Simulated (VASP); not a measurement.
A run of VASP 6.6.1:

File INCAR:

```
PREC = Accurate ; ENCUT = 520
EDIFF = 1E-8 ; ISMEAR = -1
SIGMA = 0.03 ; LREAL = F
LASPH = T ; NELM = 100
ALGO = Normal ; ISIF = 2
LWAVE = F ; LCHARG = F
GGA = PS ; LEFG = T
NBANDS = 33
```

File KPOINTS:

```
regular mesh
0
Gamma
  9 9 6
```

Contents of POSCAR:

```
BiPd
1.0
    4.2440543637      0.0000000000      0.0000000000
   -2.1220271819      3.6754588941      0.0000000000
    0.0000000000      0.0000000000      5.7089037934
Bi Pd
2 2
Direct
    0.3333333333      0.6666666667      0.2500000000
    0.6666666667      0.3333333333      0.7500000000
    0.0000000000      0.0000000000      0.0000000000
    0.0000000000      0.0000000000      0.5000000000
```

Potentials or basis: VASP PAW PBE potentials, release 64 (Bi_d, Pd).

Command:

```console
$ cat potpaw_PBE.64/Bi_d/POTCAR potpaw_PBE.64/Pd/POTCAR > POTCAR
$ mpirun -np 1 vasp_std > vasp.out
```

Hardware: 1 thread of Intel Xeon 8259CL, with other jobs on the host.

**Question.** Estimate the wall time of this run.

**Answer.** It took 3.8 min on 1 thread of Intel Xeon 8259CL, on a shared host, peak memory 0.27 GiB. Counts: scf iterations 17, k points 48.
